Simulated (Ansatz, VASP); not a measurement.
**Te: VASP beside Ansatz**

```xyz
4
Lattice="4.7775 0.0000 0.0000 0.0000 4.7775 0.0000 0.0000 0.0000 4.7775" Properties=species:S:1:pos:R:3 pbc="T T T"
Te    4.1803    0.5972    2.9859
Te    1.7916    1.7916    1.7916
Te    0.5972    2.9859    4.1803
Te    2.9859    4.1803    0.5972
```

Alike in both runs: task single point; functional PBE; k mesh 4 × 4 × 4; occupations gaussian, width 0.1 eV; no spin polarisation.

```csv
,VASP,Ansatz
version,VASP 6.6.1,Ansatz 0.2.0
potentials or method,"VASP PAW PBE potentials, release 64 (Te), cutoff 520 eV","scalar-relativistic, plane waves, PAW"
valence electrons in the cell,24,64
```

```tsv
	VASP	Ansatz	Ansatz less VASP
gap on the k mesh at the Fermi level (eV)	none	none	-
pressure (GPa)	20.2	20.1	-0.05
```

A gap of «none» marks a metal or a gap that the smearing closes. VASP's potentials hold 24 valence electrons a cell and Ansatz's 64, so a difference there can come from the potentials and not from the codes.

Neither program's run includes spin-orbit coupling.
